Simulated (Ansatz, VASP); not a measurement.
MgO: VASP beside Ansatz

```
Mg O
1.0
     3.55650    0.00000    0.00000
    -1.77825    3.08002    0.00000
     0.00000    0.00000    4.19700
Mg O
2 2
Cartesian
  1.7783 1.0267 3.1478
  0.0000 2.0533 1.0493
  1.7783 1.0267 1.0493
  0.0000 2.0533 3.1478
```

Alike in both runs: task single point; functional PBE; k mesh 9 × 9 × 6; occupations gaussian, width 0.05 eV; no spin polarisation.

|  | VASP | Ansatz |
| --- | --- | --- |
| version | VASP 6.6.1 | Ansatz 0.2.0 |
| potentials or method | VASP PAW PBE potentials, release 64 (Mg, O), cutoff 520 eV | scalar-relativistic, plane waves, PAW |
| valence electrons in the cell | 16 | 32 |

Ansatz gave:

```
gap on the k mesh at the Fermi level (eV)                     : 3.26
least direct gap on the mesh (eV)                             : 3.26
pressure (GPa)                                                : -1.0
traceless stress, the component that is largest in VASP (GPa) : 1.95
```

Task: Which values does VASP return?

Result: gap on the k mesh at the Fermi level (eV): 3.24; least direct gap on the mesh (eV): 3.24; pressure (GPa): -1.7; traceless stress, the component that is largest in VASP (GPa): 1.86.

With one functional, cell and mesh, what is left measures potentials, basis and numerics. VASP's potentials hold 16 valence electrons a cell and Ansatz's 32, so a difference there can come from the potentials and not from the codes.
